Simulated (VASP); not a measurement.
# Mg (I4_1/amd) in VASP: further runs, part 2 of 2

VASP 6.6.1. Earlier steps stand in the parts before.

## (4) Relaxation of cell and atoms, PBE, target pressure 5.7 GPa, at which the enthalpy is minimised

This run uses another cell than the first one, of 20.87 Å³/atom.

INCAR reads:

```
SYSTEM = Mg
PREC = Accurate ; ENCUT = 600
EDIFF = 1E-6 ; ISMEAR = -1
SIGMA = 0.08 ; LREAL = .FALSE.
LASPH = .TRUE. ; NELM = 80
ALGO = Normal ; ISIF = 3
LWAVE = .FALSE. ; LCHARG = .FALSE.
GGA = PE ; IBRION = 2
NSW = 60 ; EDIFFG = -0.005
PSTRESS = 57.0
```

KPOINTS reads:

```
Automatic mesh
0
G
  15 15 15
  0 0 0
```

POSCAR reads:

```
Mg
1.0
   -2.6671808050      2.6671808050      1.4669494428
    2.6671808050     -2.6671808050      1.4669494428
    2.6671808050      2.6671808050     -1.4669494428
Mg
2
Direct
   -0.3750000000     -0.1250000000     -0.2500000000
    0.3750000000      0.1250000000      0.2500000000
```

Potentials or basis: VASP PAW PBE potentials, release 64 (Mg).

Command:

```sh
$ cat potpaw_PBE.64/Mg/POTCAR > POTCAR
$ mpirun -np 1 vasp_std > vasp.out
```

OUTCAR:

```text
SYSTEM = Mg
   PREC = Accurate
   ENCUT = 600
   EDIFF = 1E-6
   ISMEAR = -1
   LREAL = .FALSE.
   LASPH = .TRUE.
   NELM = 80
   ISIF = 3
   GGA = PE
   IBRION = 2
   NSW = 60
   EDIFFG = -0.005
   PSTRESS = 57.0

 ion  position               nearest neighbor table
   1  0.625  0.875  0.750-   2 2.77   2 2.77   2 2.77   2 2.77   2 3.46   2 3.46   2 3.46   2 3.46

   2  0.375  0.125  0.250-   1 2.77   1 2.77   1 2.77   1 2.77   1 3.46   1 3.46   1 3.46   1 3.46

  LATTYP: Found a body centered tetragonal cell.
 ALAT       =     5.3343616100
 C/A-ratio  =     0.5500000000

  Lattice vectors:

 A1 = (  -2.6671808050,   2.6671808050,   1.4669494428)
 A2 = (   2.6671808050,  -2.6671808050,   1.4669494428)
 A3 = (   2.6671808050,   2.6671808050,  -1.4669494428)

Analysis of symmetry for initial positions (statically):
=====================================================================
 Subroutine PRICEL returns:
 Original cell was already a primitive cell.

 Routine SETGRP: Setting up the symmetry group for a
 body centered tetragonal supercell.

 Subroutine GETGRP returns: Found 16 space group operations
 (whereof  4 operations were pure point group operations)
 out of a pool of 16 trial point group operations.

The static configuration has the point symmetry C_2h.
 The point group associated with its full space group is D_4h.

Analysis of symmetry for dynamics (positions and initial velocities):
=====================================================================
 Subroutine PRICEL returns:
 Original cell was already a primitive cell.

 Routine SETGRP: Setting up the symmetry group for a
 body centered tetragonal supercell.

 Subroutine GETGRP returns: Found 16 space group operations
 (whereof  4 operations were pure point group operations)
 out of a pool of 16 trial point group operations.

The dynamic configuration has the point symmetry C_2h.
 The point group associated with its full space group is D_4h.
[... 126 lines left out ...]
   AEXX    =    0.0000 exact exchange contribution
   IVDW    =     0    specifies the selected vdW correction
   LEPSILON=     F    determine dielectric tensor
   LRPA    =     F    only Hartree local field effects (RPA)
 conjugate gradient relaxation of ions
 non-spin polarized calculation
  energy-cutoff  :      600.00
  volume of cell :       41.74
 maximum number of plane-waves:      1414
   NGX = 17   NGY = 17   NGZ = 17

--------------------------------------- Ionic step        1  -------------------------------------------

 number of electron       4.0000000 magnetization

 Free energy of the ion-electron system (eV)
  ---------------------------------------------------
  ext. energy  EPLUGINS =         0.00000000
  ---------------------------------------------------
  free energy    TOTEN  =        -2.26644583 eV

  energy without entropy =       -2.25089858  energy(sigma->0) =       -2.25867221

------------------------ aborting loop because EDIFF is reached ----------------------------------------

  FORCE on cell =-STRESS in cart. coord.  units (eV):
  Direction    XX          YY          ZZ          XY          YZ          ZX
  --------------------------------------------------------------------------------------
  -------------------------------------------------------------------------------------
  Total        2.4229199      2.4229199      1.4179529      0.0000000      0.0000000      0.0000000
  in kB       92.9971399     92.9971399     54.4242365      0.0000000      0.0000000      0.0000000
  external PRESSURE =      23.1395054 kB  Pullay stress =      57.0000000 kB
[... 253 lines left out ...]
--------------------------------------- Ionic step        8  -------------------------------------------

 number of electron       4.0000000 magnetization

 Free energy of the ion-electron system (eV)
  ---------------------------------------------------
  ext. energy  EPLUGINS =         0.00000000
  ---------------------------------------------------
  free energy    TOTEN  =        -2.36500358 eV

  energy without entropy =       -2.34654077  energy(sigma->0) =       -2.35577217

 E-fermi :   2.8917     XC(G=0):  -8.6287

 val. band max:        2.8902222824   @ k =   0.2667   0.2667   0.2000
 cond. band min:       2.8922914441   @ k =   0.3333   0.1333   0.0000
 fundamental gap:      0.0020691617
 Fermi energy:         2.8916731324

 k-point     1 :       0.0000    0.0000    0.0000
  band No.  band energies     occupation
      1      -4.2577      2.00000
      2       4.7557      0.00000
      3       4.7557      0.00000
      4       5.6240      0.00000
      5       6.2531      0.00000
      6      12.3506      0.00000
[... 199 lines left out ...]
 k-point    24 :       0.2000    0.1333   -0.0000
  band No.  band energies     occupation
      1      -2.0009      2.00000
      2       4.2456      0.00000
      3       6.2239      0.00000
      4       6.4596      0.00000
      5       7.1029      0.00000
      6       8.3614      0.00000

 [... further k-points ...]

------------------------ aborting loop because EDIFF is reached ----------------------------------------

  FORCE on cell =-STRESS in cart. coord.  units (eV):
  Direction    XX          YY          ZZ          XY          YZ          ZX
  --------------------------------------------------------------------------------------
  -------------------------------------------------------------------------------------
  Total        1.5588017      1.5588017      1.5605699     -0.0000000      0.0000000      0.0000000
  in kB       57.0790996     57.0790996     57.1438472     -0.0000000      0.0000000      0.0000000
  external PRESSURE =       0.1006821 kB  Pullay stress =      57.0000000 kB
[... 21 lines left out ...]
  energy  without entropy=       -2.3465407691  energy(sigma->0) =       -2.35577217

  enthalpy is  TOTEN    =        -0.8083620362 eV   P V=        1.5566415438

 reached required accuracy - stopping structural energy minimisation
```

OSZICAR:

```text
N       E                     dE             d eps       ncg     rms          rms(c)
DAV:   1     0.123984057082E+01    0.12398E+01   -0.13656E+03  3462   0.531E+02
DAV:   2    -0.227124660219E+01   -0.35111E+01   -0.33194E+01  4560   0.327E+01
DAV:   3    -0.229509162087E+01   -0.23845E-01   -0.23731E-01  4728   0.354E+00
[... 37 lines left out ...]
DAV:   1    -0.236384820731E+01    0.23402E-03   -0.41276E-06  4704   0.116E-02    0.984E-04
DAV:   2    -0.236384822139E+01   -0.14080E-07   -0.25918E-08  2124   0.116E-03
   7 F= -.80835617E+00 E0= -.79913205E+00  d E =-.130801E-02
       N       E                     dE             d eps       ncg     rms          rms(c)
DAV:   1    -0.236500384924E+01   -0.11556E-02   -0.42206E-05  4884   0.373E-02    0.284E-03
DAV:   2    -0.236500357994E+01    0.26930E-06   -0.34782E-07  3072   0.436E-03
   8 F= -.80836204E+00 E0= -.79913063E+00  d E =-.586129E-05
```

Wall time 1.9 min (1 thread of Intel Xeon 6975P-C (Granite Rapids), shared host); peak memory 0.25 GiB.

What came out:

```yaml
Free_energy: -2.3650 eV
Relaxed_volume: 21.88 Å³/atom
Relaxed_cell: a = 4.146 Å, b = 4.146 Å, c = 4.146 Å, α = 97.02°, β = 97.02°, γ = 139.07°
Space_group_after_relaxing_to_0.1_Å: I4_1/amd (No. 141)
Energy_change_on_relaxing_the_run_minimises_the_enthalpy: -49.3 meV/atom
Ionic_steps: 8
Pressure_after_relaxing: 5.7 GPa
Band_gap_on_the_k_mesh: zero (bands 2 and 3 overlap by 5.48 eV)
```

The path:
```csv
step,energy change (eV),largest force (eV/Å),pressure (GPa),volume (Å³)
1,0.0000,0.0000,8.01,41.74
2,-0.0901,0.0000,5.85,43.58
3,-0.1097,0.0000,5.31,44.10
4,-0.1080,0.0000,5.35,44.06
5,-0.1006,0.0000,5.63,43.82
6,-0.0976,0.0000,5.73,43.73
7,-0.0974,0.0000,5.74,43.72
8,-0.0986,0.0000,5.71,43.75
```

Final structure:
```cif
data_structure
_symmetry_space_group_name_H-M 'P 1'
_symmetry_Int_Tables_number 1
_cell_length_a 4.1464
_cell_length_b 4.1464
_cell_length_c 4.1464
_cell_angle_alpha 97.022
_cell_angle_beta 97.022
_cell_angle_gamma 139.070
_cell_volume 43.75
loop_
_atom_site_label
_atom_site_type_symbol
_atom_site_fract_x
_atom_site_fract_y
_atom_site_fract_z
_atom_site_occupancy
Mg1 Mg 0.62500 0.87500 0.75000 1
Mg2 Mg 0.37500 0.12500 0.25000 1
```

Caveat: the cell is relaxed towards a set pressure, so the run minimises the enthalpy, not the energy.

## (5) Summary

| task | cell | cutoff (eV) | gap on the mesh (eV) | pressure (GPa) |
| --- | --- | --- | --- | --- |
| single point | a = 4.148 Å, angles 97.0, 97.0, 139.0°, 2 atoms | 520 | none | 5.6 |
| single point | a = 4.148 Å, angles 97.0, 97.0, 139.1°, 2 atoms | 520 | none | 5.7 |
| relaxation of cell and atoms | relaxed to 5.7 GPa from a = 4.047 Å, angles 97.5, 97.5, 137.5°, 2 atoms | 600 | none | 5.7 |

Alike in all rows: level PBE; potentials or basis VASP PAW PBE potentials, release 64 (Mg); no spin polarisation; k mesh 15 × 15 × 15; smearing fermi-dirac 0.08 eV.

Caveats: the cell stands under pressure (at least some runs); the cell is relaxed towards a set pressure, so the run minimises the enthalpy, not the energy (at least some runs).

Absolute energies hang on the potentials; compare differences alone.
